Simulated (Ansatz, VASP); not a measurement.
F: VASP beside Ansatz

```
F
1.0
     2.19408    0.00000    0.00000
     0.00000    2.19408    0.00000
     0.00000    0.00000    2.19408
F
1
Direct
  0.00000 0.00000 0.00000
```

Alike in both runs: task electric field gradients; functional PBE; k mesh 15 × 15 × 15; occupations fermi-dirac, width 0.08 eV; no spin polarisation.

```csv
,VASP,Ansatz
version,VASP 6.6.1,Ansatz 0.2.0
potentials or method,"VASP PAW PBE potentials, release 64 (F)","PAW with Ansatz's default frozen-core files, scalar-relativistic"
plane-wave cutoff (eV),520,420
valence electrons in the cell,7,7
```

VASP gave:

```
pressure (GPa) : -0.8
```

**Question.** What did Ansatz give for the same quantities?

**Answer.** Pressure (GPa): 0.0.

With one functional, cell and mesh, what is left measures potentials, basis and numerics.
